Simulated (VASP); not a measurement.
A run of VASP 6.6.1 is set up as follows.

File INCAR:

```
PREC = Accurate
ENCUT = 600
EDIFF = 1E-6
ISMEAR = -1
SIGMA = 0.05
LREAL = False
LASPH = True
NELM = 80
ALGO = Normal
ISIF = 3
LWAVE = False
LCHARG = False
GGA = B5
ALDAX = 1.0
AGGAX = 1.0
AGGAC = 1.0
ALDAC = 0.0
IVDW = 12
VDW_S6 = 1.0
VDW_S8 = 2.6996
VDW_A1 = 0.4298
VDW_A2 = 4.2359
IBRION = 2
NSW = 80
EDIFFG = -0.01
```

The input KPOINTS:

```
Automatic mesh
0
Gamma
  8 8 8
```

The input POSCAR:

```
GaSb
1.0
   -2.7534340000      2.7534340000      1.5907070000
    2.7534340000     -2.7534340000      1.5907070000
    2.7534340000      2.7534340000     -1.5907070000
Ga Sb
1 1
Direct
    0.2500000000      0.7500000000      0.5000000000
    0.0000000000      0.0000000000      0.0000000000
```

Potentials or basis: VASP PAW PBE potentials, release 64 (Ga_d, Sb).

The run is started by

```console
$ cat potpaw_PBE.64/Ga_d/POTCAR potpaw_PBE.64/Sb/POTCAR > POTCAR
$ mpirun -np 1 vasp_std > vasp.out
```

Question: What does it give for the band gap on the k mesh?

Answer: Zero (band 9 reaches 8.99 eV, above the bottom of band 10 at 5.18 eV).

Question: What does it give for the relaxed cell?

Answer: a = 4.174 Å, b = 4.174 Å, c = 4.174 Å, α = 98.41°, β = 98.41°, γ = 135.04°.

Question: Predict the relaxed volume.

Answer: 23.74 Å³/atom.

Question: Predict the space group after relaxing (to 0.05 Å).

Answer: I-4m2 (No. 119).

Step by step:
| step | energy change (eV) | largest force (eV/Å) | pressure (GPa) | volume (Å³) |
| --- | --- | --- | --- | --- |
| 1 | 0.0000 | 0.0000 | -0.94 | 48.24 |
| 2 | -0.0037 | 0.0000 | 0.30 | 47.26 |
| 3 | -0.0038 | 0.0000 | 0.12 | 47.40 |
| 4 | -0.0038 | 0.0000 | 0.17 | 47.38 |
| 5 | -0.0040 | 0.0000 | 0.02 | 47.49 |

Caveat: the PAW data sets were made with another functional, which shifts forces and pressure a little; spin-orbit coupling is left out, which moves the levels of the heavy elements; pairwise dispersion overbinds metals, which lowers pressure and volume.
